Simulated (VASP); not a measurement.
A run of VASP 6.6.1:

File INCAR:

```
SYSTEM = AlN
PREC = Accurate ; ENCUT = 520
EDIFF = 1E-6 ; ISMEAR = 0
SIGMA = 0.05 ; LREAL = Auto
LASPH = .True. ; NELM = 80
ALGO = Normal ; ISIF = 2
LWAVE = .False. ; LCHARG = .False.
GGA = PE ; NBANDS = 46
```

KPOINTS

```
Automatic mesh
0
Gamma
  4 8 3
  0 0 0
```

File POSCAR:

```
AlN
1.0
   -1.5651197814     -2.7108669814      5.0179796556
    1.5651197814     -2.7108669814      0.0000000000
    7.6690869291      2.4397802832      5.5197776212
Al N
8 8
Direct
    0.6581516535      0.9991356412      0.0981155127
    0.8331516535      0.4991356412      0.8481155127
    0.3831516535      0.4991356412      0.3481155127
    0.1081516535      0.9991356412      0.5981155127
    0.9289849868      0.2491356413      0.3064488460
    0.2039849868      0.7491356413      0.0564488460
    0.6539849868      0.7491356413      0.5564488460
    0.3789849868      0.2491356413      0.8064488460
    0.9347700132      0.8083643587      0.1935011540
    0.1097700132      0.3083643587      0.9435011540
    0.6597700132      0.3083643587      0.4435011540
    0.3847700132      0.8083643587      0.6935011540
    0.2056033465      0.0583643587      0.4018344873
    0.4806033465      0.5583643587      0.1518344873
    0.9306033465      0.5583643587      0.6518344873
    0.6556033465      0.0583643587      0.9018344873
```

Potentials or basis: VASP PAW PBE potentials, release 64 (Al, N).

Command:

```sh
$ cat potpaw_PBE.64/Al/POTCAR potpaw_PBE.64/N/POTCAR > POTCAR
$ mpirun -np 1 vasp_std > vasp.out
```

Hardware: 1 thread of Intel(R) Xeon(R) 6975P-C (Granite Rapids), on a shared host.

How long does it take, and how much memory?

Run time: 4.8 min on 1 thread of Intel(R) Xeon(R) 6975P-C (Granite Rapids) (shared host), peak memory 0.42 GiB. Counts: scf iterations 15, k points 50.
